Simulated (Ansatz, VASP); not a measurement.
**LiPb2: VASP beside Ansatz**

File INCAR:

```
SYSTEM = LiPb2
  PREC = Accurate
  ENCUT = 600
  EDIFF = 1E-7
  ISMEAR = 0
  SIGMA = 0.1
  LREAL = .False.
  LASPH = .True.
  NELM = 100
  ALGO = Fast
  ISIF = 3
  LWAVE = .False.
  LCHARG = .False.
  GGA = PE
  IBRION = 2
  NSW = 100
  EDIFFG = -0.01
```

The input KPOINTS:

```
Automatic mesh
0
Gamma
  8 8 8
  0 0 0
```

The input POSCAR:

```
LiPb2
1.0
    5.7726558509      0.0000000000      0.0000000000
    0.0000000000      5.7726558509      0.0000000000
    0.0000000000      0.0000000000      5.7726558509
Li Pb
2 4
Direct
    0.0000000000      0.0000000000      0.0000000000
    0.5000000000      0.5000000000      0.5000000000
    0.2500000000      0.2500000000      0.2500000000
    0.2500000000      0.7500000000      0.7500000000
    0.7500000000      0.7500000000      0.2500000000
    0.7500000000      0.2500000000      0.7500000000
```

Input for Ansatz:

```yaml
crystal:
  lattice:
    - [5.7726558509, 0.0, 0.0]
    - [0.0, 5.7726558509, 0.0]
    - [0.0, 0.0, 5.7726558509]
  atoms:
    - { symbol: Li, position: [0.0, 0.0, 0.0] }
    - { symbol: Li, position: [0.5, 0.5, 0.5] }
    - { symbol: Pb, position: [0.25, 0.25, 0.25] }
    - { symbol: Pb, position: [0.25, 0.75, 0.75] }
    - { symbol: Pb, position: [0.75, 0.75, 0.25] }
    - { symbol: Pb, position: [0.75, 0.25, 0.75] }
basis:
  ecutwfc: 420
kpoints:
  mp_grid: { grid: [8, 8, 8] }
hamiltonian:
  xc: pbe
scf:
  occupations: { method: gaussian, width: 0.1 }
output:
  forces: true
  stress: true
  eigenvalues: true
relax:
  adjacent_minimum: "off"
  f_tol: 0.01
  max_steps: 80
  cell: { stress_tol: 0.05 }
```

Alike in both runs: task relaxation of cell and atoms; functional PBE; k mesh 8 × 8 × 8; occupations gaussian, width 0.1 eV; no spin polarisation.

|  | VASP | Ansatz |
| --- | --- | --- |
| version | VASP 6.6.1 | Ansatz 0.2.0 |
| potentials or method | VASP PAW PBE potentials, release 64 (Li_sv, Pb_d), cutoff 600 eV | scalar-relativistic, plane waves, PAW |
| valence electrons in the cell | 62 | 62 |

|  | VASP | Ansatz | Ansatz less VASP |
| --- | --- | --- | --- |
| gap on the k mesh at the Fermi level, each at its own relaxed structure (eV) | none | none | - |
| relaxed volume (Å³/atom) | 32.51 | 32.58 | +0.066 |
| relaxed length of the cell vector where the two differ most in proportion (Å) | 5.800 | 5.804 | +0.0039 |

A gap of «none» marks a metal or a gap that the smearing closes.

Neither program's run includes spin-orbit coupling. Noted on VASP's run: the cutoff is under 1.25 times that of the potentials, so the pressure is a little rough.
